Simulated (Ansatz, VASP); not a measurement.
# S in VASP and in Ansatz

```
CELL_PARAMETERS angstrom
0.00000 1.96016 1.96016
1.96016 0.00000 1.96016
1.96016 1.96016 0.00000
ATOMIC_POSITIONS crystal
S 0.00000 0.00000 0.00000
```

Change from the starting cell: volume scaled by 0.95, crystal datasets.

Alike in both runs: task electric field gradients; functional PBE; k mesh 16 × 16 × 16; occupations fermi-dirac, width 0.03 eV; no spin polarisation.

|  | VASP | Ansatz |
| --- | --- | --- |
| version | VASP 6.6.1 | Ansatz 0.2.0 |
| potentials or method | VASP PAW PBE potentials, release 64 (S), cutoff 400 eV | all-electron PAW with datasets made for the crystal, scalar-relativistic |

Ansatz gave:

| Property | Result |
| --- | --- |
| pressure (GPa) | 4.8 |

Estimate VASP's values.

pressure (GPa): 4.5.

Ansatz ran all-electron here, and VASP with PAW potentials.
